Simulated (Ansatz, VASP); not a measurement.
## One calculation of BN, two programs

```xyz
4
Lattice="2.4883 0.0000 0.0000 -1.2442 2.1550 0.0000 0.0000 0.0000 6.4943" Properties=species:S:1:pos:R:3 pbc="T T T"
B     0.0000    1.4366    1.6236
B     1.2442    0.7183    4.8708
N     0.0000    1.4366    4.8708
N     1.2442    0.7183    1.6236
```

Alike in both runs: functional LDA; k mesh 12 × 12 × 4; occupations gaussian, width 0.02 eV; no spin polarisation.

Ansatz relaxed the structure, and its values are those at the end. VASP's run is a single point on that final structure, the one shown.

|  | VASP | Ansatz |
| --- | --- | --- |
| version | VASP 6.6.1 | Ansatz 0.2.0 |
| potentials or method | VASP PAW LDA potentials, release 64 (B, N), cutoff 600 eV | scalar-relativistic, plane waves, PAW |
| valence electrons in the cell | 16 | 16 |

Ansatz gave:

* gap on the k mesh at the Fermi level (eV): 4.07
* least direct gap on the mesh (eV): 4.48
* pressure (GPa): 0.0

Problem. Estimate VASP's values.

Solution. gap on the k mesh at the Fermi level (eV): 4.05; least direct gap on the mesh (eV): 4.47; pressure (GPa): 0.5.

Ansatz warns that its potentials were made for another functional, while VASP's fit it. LDA's correlation is that of Perdew and Zunger in VASP and of Perdew and Wang (1992) in Ansatz.
